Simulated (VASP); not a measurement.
Runs of VASP 6.6.1 on MoS2. The structure is that of space group R3m (No. 160), or close to it. The cells are those of the table. 

```tsv
cell	gap on the mesh (eV)	pressure (GPa)	largest force (eV/Å)
a = 6.259 Å, angles 28.7°, 3 atoms	0.60	13.1	2.08
a = 6.395 Å, angles 28.9°, 3 atoms	0.50	-1.5	0.61
a = 6.411 Å, angles 28.7°, 3 atoms	0.63	(b)	0.66
a = 6.347 Å, angles 28.7°, 3 atoms	(a)	5.0	1.22
a = 6.390 Å, angles 28.7°, 3 atoms	0.63	(c)	0.84
```

Alike in all rows: task electric field gradients; level LDA; potentials or basis VASP PAW LDA potentials, release 64 (Mo_sv, S); no spin polarisation; k mesh 15 × 15 × 15; cutoff (eV) 520; smearing fermi-dirac 0.05 eV.

Estimate the missing entries.

(a) 0.62; (b) -0.1; (c) 1.5.

Caveats: an odd mesh through Γ misses points on the zone boundary, where band edges can lie; the cell stands under pressure (at least some runs); forces of over 1 eV/Å act on the atoms, so gaps and moduli don't describe the material at rest (at least some runs).

A k mesh can miss the band edges, and the runs leave out spin-orbit coupling on Mo.
